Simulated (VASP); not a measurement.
A run of VASP 6.6.1 is set up as follows.

The input INCAR:

```
ALGO     = Normal         # electronic algorithm
EDIFF    = 1E-6           # SCF threshold, eV
ENCUT    = 520            # plane-wave cutoff, eV
GGA      = PS             # functional
ISIF     = 2              # what is computed and relaxed
ISMEAR   = -1             # smearing method
LASPH    = T              # aspherical terms in the spheres
LCHARG   = F              # write CHGCAR
LREAL    = F              # projectors in reciprocal space
LWAVE    = F              # write WAVECAR
NBANDS   = 38             # bands
NELM     = 100            # most SCF steps
PREC     = Accurate       # precision mode
SIGMA    = 0.05           # smearing width, eV
```

Contents of KPOINTS:

```
k-points
0
Gamma
  7 7 4
```

File POSCAR:

```
TaSi2
1.0
    4.7564999236      0.0000000000      0.0000000000
   -2.3782499618      4.1192497669      0.0000000000
    0.0000000000      0.0000000000      6.5649169331
Ta Si
3 6
Direct
    0.0000000000      0.5000000000      0.3333333333
    0.5000000000      0.5000000000      0.6666666667
    0.5000000000      0.0000000000      0.0000000000
    0.3191322860      0.1595661430      0.3333333333
    0.1595661430      0.8404338570      0.6666666667
    0.8404338570      0.6808677140      0.0000000000
    0.6808677140      0.8404338570      0.3333333333
    0.8404338570      0.1595661430      0.6666666667
    0.1595661430      0.3191322860      0.0000000000
```

Potentials or basis: VASP PAW PBE potentials, release 64 (Ta_pv, Si).

Command:

```bash
$ cat potpaw_PBE.64/Ta_pv/POTCAR potpaw_PBE.64/Si/POTCAR > POTCAR
$ mpirun -np 1 vasp_std > vasp.out
```

(1) Estimate the pressure.

## Answers

(1) 0.3 GPa.

Caveat: the PAW data sets were made with another functional, which shifts forces and pressure a little.
